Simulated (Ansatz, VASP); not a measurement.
# Sr2ZnWF6 in VASP and in Ansatz

```
CELL_PARAMETERS angstrom
0.00000 4.20498 4.20498
4.20498 0.00000 4.20498
4.20498 4.20498 0.00000
ATOMIC_POSITIONS crystal
Zn 0.50000 0.50000 0.50000
W 0.00000 0.00000 0.00000
F 0.72500 0.27500 0.27500
F 0.27500 0.72500 0.27500
F 0.27500 0.72500 0.72500
F 0.72500 0.27500 0.72500
F 0.27500 0.27500 0.72500
F 0.72500 0.72500 0.27500
Sr 0.25000 0.25000 0.25000
Sr 0.75000 0.75000 0.75000
```

Alike in both runs: task single point; functional LDA; k mesh 4 × 4 × 4; no spin polarisation.

|  | VASP | Ansatz |
| --- | --- | --- |
| version | VASP 6.6.1 | Ansatz 0.2.0 |
| potentials or method | VASP PAW LDA potentials, release 64 (Zn, W_sv, F, Sr_sv), cutoff 520 eV | PAW plane waves |
| occupations | fermi-dirac, width 0.1 eV | fermi-dirac |
| valence electrons in the cell | 88 | 88 |

Ansatz gave:

* gap on the k mesh at the Fermi level (eV): none
* pressure (GPa): -0.6
* rms of the force components (eV/Å): 0.676

What did VASP give for the same quantities?

gap on the k mesh at the Fermi level (eV): none; pressure (GPa): 0.0; rms of the force components (eV/Å): 0.714.

LDA's correlation is that of Perdew and Zunger in VASP and of Perdew and Wang (1992) in Ansatz. Atom by atom the forces differ by 0.037 eV/Å (rms over components). A gap of «none» marks a metal or a gap that the smearing closes.

Spin-orbit coupling is off throughout.
